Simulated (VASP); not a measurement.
# SiC: single point with LDA

**Measured values to compare with.**

From “Insight into the structural, elastic and electronic properties of a new orthorhombic 6O-SiC polytype”, 2020, pmc:7200658, for a bulk crystal of SiC: band gap 2.4 eV (indirect).

SiC:

```
Si C
1.0
     0.00000    2.17531    2.17531
     2.17531    0.00000    2.17531
     2.17531    2.17531    0.00000
Si C
1 1
Cartesian
  0.0000 0.0000 0.0000
  3.2630 3.2630 3.2630
```

```json
{"Program": "VASP 6.6.1", "Task": "single point", "Functional": "LDA", "Potentials or basis": "VASP PAW LDA potentials, release 64 (Si, C)", "Cutoff": "520 eV", "k mesh": "8 × 8 × 8", "Occupations": "gaussian, width 0.01 eV", "Spin": "no spin polarisation", "Dipole correction": "no", "Further INCAR settings": "ALGO = Normal; EDIFF = 1e-07; NBANDS = 11"}
```

| Property | Result |
| --- | --- |
| Pressure | -2.9 GPa |
| Band gap on the k mesh | 1.30 eV, indirect (least direct gap 4.50 eV) |

Levels at points of the mesh, in eV from the valence-band top:
| k point | band 2 | band 3 | band 4 | band 5 | band 6 | band 7 |
| --- | --- | --- | --- | --- | --- | --- |
| (0.00, 0.00, 0.00) | 0.00 | 0.00 | 0.00 | 6.35 | 7.23 | 7.23 |
| (0.50, 0.00, 0.00) | -8.58 | -1.06 | -1.06 | 5.44 | 7.15 | 7.15 |
| (0.50, 0.50, 0.00) | -7.83 | -3.20 | -3.20 | 1.30 | 4.20 | 13.89 |

It took 4.4 s on 1 thread of Intel(R) Xeon(R) Platinum 8259CL CPU @ 2.50GHz (Skylake/Cascade Lake), with other jobs on the host, peak memory 0.12 GiB.

A measured gap of SiC is 2.4 eV (indirect; quoted in “Insight into the structural, elastic and electronic properties of a new orthorhombic 6O-SiC polytype”, 2020, pmc:7200658); the calculated 1.30 eV misses it by -1.10 eV. The value is that of LDA on a finite k mesh, which can miss the band edges, without temperature or zero-point motion. Semilocal functionals fall short of measured gaps as a rule.
